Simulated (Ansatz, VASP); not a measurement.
LaTe in VASP and in Ansatz

Contents of INCAR:

```
SYSTEM = LaTe
  ALGO = Normal
  EDIFF = 1E-8
  ENCUT = 520
  ISIF = 2
  ISMEAR = -1
  LASPH = .True.
  LCHARG = .False.
  LEFG = .True.
  LREAL = .False.
  LWAVE = .False.
  NBANDS = 16
  NELM = 80
  PREC = Accurate
  SIGMA = 0.08
```

File KPOINTS:

```
k-points
0
Gamma
  10 10 10
  0 0 0
```

File POSCAR:

```
LaTe
1.0
   -0.0642200000      3.1788900000      3.1788900000
    3.1788900000     -0.0642200000      3.1788900000
    3.1788900000      3.1788900000     -0.0642200000
La Te
1 1
Direct
    0.0000000000      0.0000000000      0.0000000000
    0.5000000000      0.5000000000      0.5000000000
```

Input for Ansatz:

```yaml
crystal:
  lattice:
    - [-0.06422, 3.17889, 3.17889]
    - [3.17889, -0.06422, 3.17889]
    - [3.17889, 3.17889, -0.06422]
  atoms:
    - { symbol: La, position: [0.0, 0.0, 0.0] }
    - { symbol: Te, position: [0.5, 0.5, 0.5] }
kpoints:
  mp_grid: { grid: [10, 10, 10] }
scf:
  occupations: { method: fermi_dirac, width: 0.08 }
hamiltonian:
  xc: lda
  pseudopotentials: { kind: paw }
output:
  forces: true
  stress: true
  eigenvalues: true
  efg: { contact_densities: true }
```

Change from the starting cell: equal xy, yz and zx shear strains of -2 %, PAW files.

Alike in both runs: task electric field gradients; functional LDA; k mesh 10 × 10 × 10; occupations fermi-dirac, width 0.08 eV; no spin polarisation.

|  | VASP | Ansatz |
| --- | --- | --- |
| version | VASP 6.6.1 | Ansatz 0.2.0 |
| potentials or method | VASP PAW LDA potentials, release 64 (La, Te) | PAW with Ansatz's default frozen-core files, scalar-relativistic |
| plane-wave cutoff (eV) | 520 | 420 |
| valence electrons in the cell | 17 | 27 |

```csv
,VASP,Ansatz,Ansatz less VASP
pressure (GPa),-2.1,-2.2,-0.04
"traceless stress, the component that is largest in VASP (GPa)",0.20,0.20,+0.001
size of Vzz on the site where it differs most (V/Å²),6.0,6.8,+0.71
```

LDA's correlation is that of Perdew and Zunger in VASP and of Perdew and Wang (1992) in Ansatz. VASP's potentials hold 17 valence electrons a cell and Ansatz's 27, so a difference there can come from the potentials and not from the codes.

Spin-orbit coupling is off throughout.
